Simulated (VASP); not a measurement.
# CuSb2 (P-3m1) in VASP: a series of runs

The runs below take CuSb2 through single point, with PBEsol, LDA, PBE.

Everything below comes from runs of VASP 6.6.1. Logs are shortened: lines on timing, memory, paths and dates and some standing lists are left out, and cuts for length are marked.

### Step 1. The cell of the first run

It takes space group P-3m1 (No. 164, trigonal). Conventional cell: a = 4.032 Å, b = 4.032 Å, c = 4.961 Å, α = 90.00°, β = 90.00°, γ = 120.00°. Cu (site symmetry -3m) has 6 Sb at 2.66 Å within 3.5 Å. Sb (site symmetry 3m) has 3 Cu at 2.66 Å and 6 Sb at 3.34 to 3.47 Å within 3.5 Å.

### Step 2. Single point, PBEsol

INCAR

```
SYSTEM = CuSb2
ALGO = Normal
EDIFF = 1E-7
ENCUT = 520
GGA = PS
ISIF = 2
ISMEAR = 0
LASPH = .TRUE.
LCHARG = .TRUE.
LELF = .TRUE.
LREAL = .FALSE.
LVHAR = .TRUE.
LWAVE = .FALSE.
NBANDS = 18
NELM = 100
PREC = Accurate
SIGMA = 0.05
```

KPOINTS

```
k-points
0
G
  10 10 8
  0 0 0
```

POSCAR

```
CuSb2
1.0
    4.0319689635      0.0000000000      0.0000000000
   -2.0159844818      3.4917875497      0.0000000000
    0.0000000000      0.0000000000      4.9605841529
Cu Sb
1 2
Direct
    0.0000000000      0.0000000000      0.0000000000
    0.3333333333      0.6666666667      0.2588614725
    0.6666666667      0.3333333333      0.7411385275
```

Potentials or basis: VASP PAW PBE potentials, release 64 (Cu, Sb).

Run with:

```
$ cat potpaw_PBE.64/Cu/POTCAR potpaw_PBE.64/Sb/POTCAR > POTCAR
$ mpirun -np 1 vasp_std > vasp.out
```

OUTCAR:

```text
SYSTEM = CuSb2
   EDIFF = 1E-7
   ENCUT = 520
   GGA = PS
   ISIF = 2
   ISMEAR = 0
   LASPH = .TRUE.
   LREAL = .FALSE.
   NELM = 100
   PREC = Accurate

 ion  position               nearest neighbor table
   1  0.000  0.000  0.000-   2 2.66   3 2.66   3 2.66   2 2.66   3 2.66   2 2.66
   2  0.333  0.667  0.259-   1 2.66   1 2.66   1 2.66   3 3.34   3 3.34   3 3.34   3 3.47   3 3.47
                             3 3.47
   3  0.667  0.333  0.741-   1 2.66   1 2.66   1 2.66   2 3.34   2 3.34   2 3.34   2 3.47   2 3.47
                             2 3.47

  LATTYP: Found a hexagonal cell.
 ALAT       =     4.0319689635
 C/A-ratio  =     1.2303130797

  Lattice vectors:

 A1 = (   4.0319689635,   0.0000000000,   0.0000000000)
 A2 = (  -2.0159844818,   3.4917875497,   0.0000000000)
 A3 = (   0.0000000000,   0.0000000000,   4.9605841529)

Analysis of symmetry for initial positions (statically):
=====================================================================
 Subroutine PRICEL returns:
 Original cell was already a primitive cell.

 Routine SETGRP: Setting up the symmetry group for a
 hexagonal supercell.

 Subroutine GETGRP returns: Found 12 space group operations
 (whereof 12 operations were pure point group operations)
 out of a pool of 24 trial point group operations.

The static configuration has the point symmetry D_3d.

Analysis of symmetry for dynamics (positions and initial velocities):
=====================================================================
 Subroutine PRICEL returns:
 Original cell was already a primitive cell.

 Routine SETGRP: Setting up the symmetry group for a
 hexagonal supercell.

 Subroutine GETGRP returns: Found 12 space group operations
 (whereof 12 operations were pure point group operations)
 out of a pool of 24 trial point group operations.

The dynamic configuration has the point symmetry D_3d.

 Subroutine INISYM returns: Found 12 space group operations
 (whereof 12 operations are pure point group operations),
 and found     1 'primitive' translations

----------------------------------------------------------------------------------------

                                     Primitive cell

  volume of cell :      69.8390

  direct lattice vectors                    reciprocal lattice vectors
     4.031968963  0.000000000  0.000000000     0.248017782  0.143193133  0.000000000
    -2.015984482  3.491787550  0.000000000     0.000000000  0.286386267  0.000000000
     0.000000000  0.000000000  4.960584153     0.000000000  0.000000000  0.201589162

  length of vectors
     4.031968963  4.031968964  4.960584153     0.286386267  0.286386267  0.201589162

  position of ions in fractional coordinates (direct lattice)
     0.000000000  0.000000000  0.000000000
     0.333333333  0.666666667  0.258861473
     0.666666667  0.333333333  0.741138527

  ion indices of the primitive-cell ions
   primitive index   ion index
                 1           1
                 2           2
                 3           3

----------------------------------------------------------------------------------------

 KPOINTS: k-points

Automatic generation of k-mesh.
 Grid dimensions read from file:
 generate k-points for:   10   10    8

 Generating k-lattice:

  Cartesian coordinates                     Fractional coordinates (reciprocal lattice)
     0.024801778  0.014319313  0.000000000     0.100000000 -0.000000000  0.000000000
     0.000000000  0.028638627  0.000000000     0.000000000  0.100000000  0.000000000
     0.000000000  0.000000000  0.025198645     0.000000000  0.000000000  0.125000000

  Length of vectors
     0.028638627  0.028638627  0.025198645

  Shift w.r.t. Gamma in fractional coordinates (k-lattice)
     0.000000000  0.000000000  0.000000000

 Subroutine IBZKPT returns following result:
 ===========================================

 Found     94 irreducible k-points:

 Following reciprocal coordinates:
            Coordinates               Weight
  0.000000  0.000000  0.000000      1.000000
  0.100000  0.000000  0.000000      6.000000
  0.200000  0.000000  0.000000      6.000000
  0.300000  0.000000  0.000000      6.000000
  0.400000 -0.000000  0.000000      6.000000
  0.500000  0.000000  0.000000      3.000000
[... 16 lines left out ...]
  0.000000  0.400000  0.125000      6.000000
  0.500000  0.000000  0.125000      6.000000
 [... further k-points ...]
   k-points           NKPTS =     94   k-points in BZ     NKDIM =     94   number of bands    NBANDS=     18
   number of dos      NEDOS =    301   number of ions     NIONS =      3
   total plane-waves  NPLWV =  36000
   dimension x,y,z NGX =    30 NGY =   30 NGZ =   40
   dimension x,y,z NGXF=    60 NGYF=   60 NGZF=   80
   ions per type =               1   2
   NGX,Y,Z   is equivalent  to a cutoff of  12.37, 12.37, 13.41 a.u.
   NGXF,Y,Z  is equivalent  to a cutoff of  24.74, 24.74, 26.81 a.u.
 SYSTEM =  CuSb2
   PREC   = accura    normal or accurate (medium, high low for compatibility)
   ISTART =      0    job   : 0-new  1-cont  2-samecut
   ICHARG =      2    charge: 1-file 2-atom 10-const
   ISPIN  =      1    spin polarized calculation?
   LNONCOLLINEAR =      F non collinear calculations
   LSORBIT =      F    spin-orbit coupling
   LASPH  =      T    aspherical Exc in radial PAW
   ENCUT  =  520.0 eV  38.22 Ry    6.18 a.u.   7.50  7.50  9.22*2*pi/ulx,y,z
   NELM   =    100;   NELMIN=  2; NELMDL= -5     # of ELM steps
   EDIFF  = 0.1E-06   stopping-criterion for ELM
   LREAL  =      F    real-space projection
   EDIFFG = 0.1E-05   stopping-criterion for IOM
   NSW    =      0    number of steps for IOM
   IBRION =     -1    ionic relax: 0-MD 1-quasi-New 2-CG
   NFREE  =      0    steps in history (QN), initial steepest desc. (CG)
   ISIF   =      2    stress and relaxation
   ISYM   =      2    0-nonsym 1-usesym 2-fastsym
   POTIM  = 0.5000    time-step for ionic-motion
   TEBEG  =    0.0;   TEEND  =   0.0 temperature during run
   PSTRESS=    0.0 pullay stress
   NELECT =      21.0000    total number of electrons
   NUPDOWN=      -1.0000    fix difference up-down
   EMIN   =  10.00;   EMAX   =-10.00  energy-range for DOS
   EFERMI =   0.00;   METHOD = LEGACY
   ISMEAR =     0;   SIGMA  =   0.05  broadening in eV -4-tet -1-fermi 0-gaus
   EFERMI_NEDOS =   21; number of points for ismear=-14 and -15
   IALGO  =     38    algorithm
   IMIX   =      4    mixing-type and parameters
     AMIX     =   0.40;   BMIX     =  1.00
     AMIX_MAG =   1.60;   BMIX_MAG =  1.00
  volume/ion in A,a.u.               =      23.28       157.10
  Fermi-wavevector in a.u.,A,eV,Ry     =   1.096769  2.072594 16.366490  1.202903
  Thomas-Fermi vector in A             =   2.233117
   LORBIT       =      0    0 simple, 1 ext, 2 COOP (PROOUT), +10 PAW based schemes
   GGA     = PS    functional components
   LHFCALC =     F    Hartree Fock is set to
   AEXX    =    0.0000 exact exchange contribution
   IVDW    =     0    specifies the selected vdW correction
   LEPSILON=     F    determine dielectric tensor
   LRPA    =     F    only Hartree local field effects (RPA)
 non-spin polarized calculation
 Gauss-broadening in eV      SIGMA  =   0.05
  energy-cutoff  :      520.00
  volume of cell :       69.84
 maximum number of plane-waves:      1914
 NGX is ok and might be reduce to    30
   NGX = 15   NGY = 15   NGZ = 19

 number of electron      21.0000027 magnetization

 Free energy of the ion-electron system (eV)
  ---------------------------------------------------
  ext. energy  EPLUGINS =         0.00000000
  ---------------------------------------------------
  free energy    TOTEN  =       -13.19132385 eV

  energy without entropy =      -13.18954657  energy(sigma->0) =      -13.19043521

 E-fermi :   7.2771     XC(G=0): -10.4262

 val. band max:        7.2732204818   @ k =   0.1000   0.0000   0.2500
 cond. band min:       7.2882076230   @ k =   0.1000   0.0000   0.3750
 fundamental gap:      0.0149871411
 Fermi energy:         7.2770711375

 k-point     1 :       0.0000    0.0000    0.0000
  band No.  band energies     occupation
      1      -4.8289      2.00000
      2      -0.1356      2.00000
      3       2.1972      2.00000
      4       3.1854      2.00000
      5       3.1854      2.00000
      6       3.9026      2.00000
[... 10 lines left out ...]
     17      14.1245      0.00000
     18      16.6877      0.00000

 k-point     2 :       0.1000    0.0000    0.0000
  band No.  band energies     occupation
      1      -4.7152      2.00000
      2      -0.1701      2.00000
      3       2.3097      2.00000
      4       3.2119      2.00000
      5       3.2257      2.00000
      6       3.8915      2.00000
[... 10 lines left out ...]
     17      14.0879      0.00000
     18      15.7450      0.00000

 k-point     3 :       0.2000    0.0000    0.0000
  band No.  band energies     occupation
      1      -4.3792      2.00000
      2      -0.3067      2.00000
      3       2.6308      2.00000
      4       3.2877      2.00000
      5       3.3262      2.00000
      6       3.8565      2.00000
[... 10 lines left out ...]
     17      14.5555      0.00000
     18      15.1261      0.00000

 k-point     4 :       0.3000    0.0000    0.0000
  band No.  band energies     occupation
      1      -3.8407      2.00000
      2      -0.6340      2.00000
      3       3.0666      2.00000
      4       3.2385      2.00000
      5       3.3955      2.00000
      6       3.7834      2.00000
[... 375 lines left out ...]
      4       3.5026      2.00000
      5       3.6133      2.00000
      6       3.8079      2.00000
[... 10 lines left out ...]
     17      15.0849      0.00000
     18      17.0643      0.00000

 k-point    23 :       0.0000    0.4000    0.1250
  band No.  band energies     occupation
      1      -3.0960      2.00000
      2      -1.1834      2.00000
      3       2.3169      2.00000
      4       3.2952      2.00000
      5       3.4412      2.00000
      6       3.9121      2.00000
[... 10 lines left out ...]
     17      15.1487      0.00000
     18      17.0910      0.00000

 k-point    24 :       0.5000    0.0000    0.1250
  band No.  band energies     occupation
      1      -2.6030      2.00000
      2      -1.6537      2.00000
      3       2.2915      2.00000
      4       3.4951      2.00000
      5       3.5126      2.00000
      6       3.9413      2.00000
[... 10 lines left out ...]
     17      15.0364      0.00000
     18      18.8164      0.00000

 [... further k-points ...]

------------------------ aborting loop because EDIFF is reached ----------------------------------------

  FORCE on cell =-STRESS in cart. coord.  units (eV):
  Direction    XX          YY          ZZ          XY          YZ          ZX
  --------------------------------------------------------------------------------------
  -------------------------------------------------------------------------------------
  Total       -1.5963021     -1.5963021     -1.4390916      0.0000000      0.0000000      0.0000000
  in kB      -36.6208022    -36.6208022    -33.0142318      0.0000000      0.0000000      0.0000000
  external PRESSURE =     -35.4186120 kB  Pullay stress =       0.0000000 kB

 VOLUME and BASIS-vectors are now :
 -----------------------------------------------------------------------------
  energy-cutoff  :      520.00
  volume of cell :       69.84
      direct lattice vectors                 reciprocal lattice vectors
     4.031968963  0.000000000  0.000000000     0.248017782  0.143193133  0.000000000
    -2.015984482  3.491787550  0.000000000     0.000000000  0.286386267  0.000000000
     0.000000000  0.000000000  4.960584153     0.000000000  0.000000000  0.201589162

 POSITION                                       TOTAL-FORCE (eV/Angst)
 -----------------------------------------------------------------------------------
      0.00000      0.00000      0.00000         0.000000      0.000000      0.000000
     -0.00000      2.32786      1.28410        -0.000000      0.000000     -0.104624
      2.01598      1.16393      3.67648         0.000000     -0.000000      0.104624
 -----------------------------------------------------------------------------------
    total drift:                                0.000000      0.000000      0.000000

  FREE ENERGIE OF THE ION-ELECTRON SYSTEM (eV)
  ---------------------------------------------------
  free  energy   TOTEN  =       -13.1913238548 eV

  energy  without entropy=      -13.1895465656  energy(sigma->0) =      -13.19043521
```

It took 70 s on 1 thread of Intel Xeon 6975P-C (Granite Rapids), shared host; peak memory 0.26 GiB.

Results:

| Property | Result |
| --- | --- |
| Free energy | -13.1913 eV |
| Pressure | -3.5 GPa |
| Largest force | 0.105 eV/Å |
| Band gap on the k mesh | zero (an odd number of electrons rules out a gap without spin polarisation) |

Forces in eV/Å, atoms in the order of the input:
```
Cu   0.000  0.000  0.000
Sb   0.000  0.000 -0.105
Sb   0.000  0.000  0.105
```

Levels at points of the mesh, in eV from the Fermi level:
| k point | band 7 | band 8 | band 9 | band 10 | band 11 | band 12 | band 13 | band 14 | band 15 | band 16 |
| --- | --- | --- | --- | --- | --- | --- | --- | --- | --- | --- |
| (0.00, 0.00, 0.00) | -3.37 | -2.69 | 0.90 | 0.90 | 1.23 | 1.23 | 3.41 | 4.51 | 4.79 | 6.85 |
| (0.50, 0.00, 0.00) | -3.28 | -2.36 | -2.29 | -2.27 | -1.69 | 0.14 | 2.99 | 3.27 | 6.16 | 6.42 |
| (0.00, 0.00, 0.50) | -3.39 | 0.26 | 0.59 | 0.64 | 0.64 | 2.05 | 2.05 | 4.89 | 4.94 | 4.94 |
| (0.50, 0.00, 0.50) | -3.34 | -3.27 | -3.08 | -1.06 | 0.46 | 1.05 | 1.31 | 5.74 | 6.17 | 7.94 |

Caveat: the cell stands under tension; the PAW data sets were made with another functional, which shifts forces and pressure a little; spin-orbit coupling is left out, which moves the levels of the heavy elements.

[end of part 1 of 2]
